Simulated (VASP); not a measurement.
Write the native input for VASP 6.6.1 that does the following.

- Task: single point
- Functional: r2SCAN
- Potentials or basis: VASP PAW PBE potentials, release 64 (Cr_pv)
- Cutoff: 520 eV
- k mesh: 10 × 10 × 15
- Occupations: fermi-dirac, width 0.1 eV
- Spin: no spin polarisation
- Dipole correction: no
- Further INCAR settings: ALGO = Normal; EDIFF = 1e-07; NBANDS = 25

Crystal: Cr.

```
Cr
1.0
     4.31493    0.00000    0.00000
    -2.15746    3.73684    0.00000
     0.00000    0.00000    2.32821
Cr
3
Direct
  0.00000 0.00000 0.00000
  0.33333 0.66667 0.50000
  0.66667 0.33333 0.50000
```

This isn't the form of Cr at room conditions, which is bcc.

The input as run:

POSCAR

```
Cr
1.0
    4.3149268478      0.0000000000      0.0000000000
   -2.1574634239      3.7368362657      0.0000000000
    0.0000000000      0.0000000000      2.3282081817
Cr
3
Direct
    0.0000000000      1.0000000000      0.0000000000
    0.3333333333      0.6666666667      0.5000000000
    0.6666666667      0.3333333333      0.5000000000
```

INCAR.step1

```
SYSTEM = Cr
  PREC = Accurate
  ENCUT = 520
  ISMEAR = -1
  SIGMA = 0.1
  LREAL = .False.
  LASPH = .True.
  NELM = 100
  NBANDS = 25
  GGA = PE
  ALGO = Normal
  EDIFF = 1E-4
  LWAVE = .True.
  LCHARG = .False.
```

INCAR.step2

```
SYSTEM = Cr
  PREC = Accurate
  ENCUT = 520
  EDIFF = 1E-7
  ISMEAR = -1
  SIGMA = 0.1
  LREAL = .False.
  LASPH = .True.
  NELM = 100
  ALGO = Normal
  ISIF = 2
  LWAVE = .False.
  LCHARG = .False.
  METAGGA = R2SCAN
  LMIXTAU = .True.
  NBANDS = 25
  ISTART = 1
```

KPOINTS

```
Automatic mesh
0
Gamma
  10 10 15
  0 0 0
```

Potentials or basis: VASP PAW PBE potentials, release 64 (Cr_pv).

Run with:

```bash
$ cat potpaw_PBE.64/Cr_pv/POTCAR > POTCAR
$ cp INCAR.step1 INCAR
$ mpirun -np 1 vasp_std > vasp.out
$ cp INCAR.step2 INCAR
$ mpirun -np 1 vasp_std > vasp.out
```

It gave:

```yaml
Pressure: -16.1 GPa
Band_gap_on_the_k_mesh: zero (bands 18 and 19 overlap by 0.51 eV)
```

Caveat: the cell stands under tension; the PAW data sets were made with another functional, which shifts forces and pressure a little; the run has no spin polarisation, though such a crystal can be magnetic.

Run time: 2.3 min on 1 thread of Intel(R) Xeon(R) 6975P-C (Granite Rapids), on a shared host, peak memory 0.21 GiB.
